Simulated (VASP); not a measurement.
Na2S: relaxation of the atoms with r2SCAN

Na2S:

```
Na S
1.0
     0.00000    3.31985    3.31985
     3.31985    0.00000    3.31985
     3.31985    3.31985    0.00000
Na S
2 1
Direct
  0.25000 0.25000 0.25000
  0.75000 0.75000 0.75000
  0.00000 0.00000 0.00000
```

```json
{"Program": "VASP 6.6.1", "Task": "relaxation of the atoms", "Functional": "r2SCAN", "Potentials or basis": "VASP PAW PBE potentials, release 64 (Na_pv, S)", "Cutoff": "500 eV", "k mesh": "8 × 8 × 8", "Occupations": "fermi-dirac, width 0.02 eV", "Spin": "no spin polarisation", "Dipole correction": "no", "Further INCAR settings": "ALGO = Normal; EDIFF = 1e-07; IBRION = 2; EDIFFG = -0.01; NSW = 50"}
```

```json
{
  "Pressure after relaxing": "-1.8 GPa",
  "Band gap on the k mesh": "2.91 eV"
}
```

Final structure:
```xyz
3
Lattice="0.0000 3.3198 3.3198 3.3198 0.0000 3.3198 3.3198 3.3198 0.0000" Properties=species:S:1:pos:R:3 pbc="T T T"
Na    1.6599    1.6599    1.6599
Na    4.9798    4.9798    4.9798
S     0.0000    0.0000    0.0000
```

Levels at points of the mesh, in eV from the valence-band top:
```csv
k point,band 7,band 8,band 9,band 10,band 11,band 12,band 13,band 14
"(0.00, 0.00, 0.00)",-10.50,0.00,0.00,0.00,2.91,8.26,8.26,8.26
"(0.50, 0.00, 0.00)",-10.28,-1.53,-0.12,-0.12,5.31,6.73,7.56,7.56
"(0.50, 0.50, 0.00)",-10.21,-1.36,-0.43,-0.43,4.16,6.59,8.95,10.22
```

Wall time 65 s on 1 thread of Intel(R) Xeon(R) 6975P-C (Granite Rapids), on a shared host, peak memory 0.2 GiB.

Caveat: the relaxation stopped at its first step, so nothing moved; the PAW data sets were made with another functional, which shifts forces and pressure a little. r2SCAN opens gaps a little over a GGA but as a rule still falls short of measured ones.
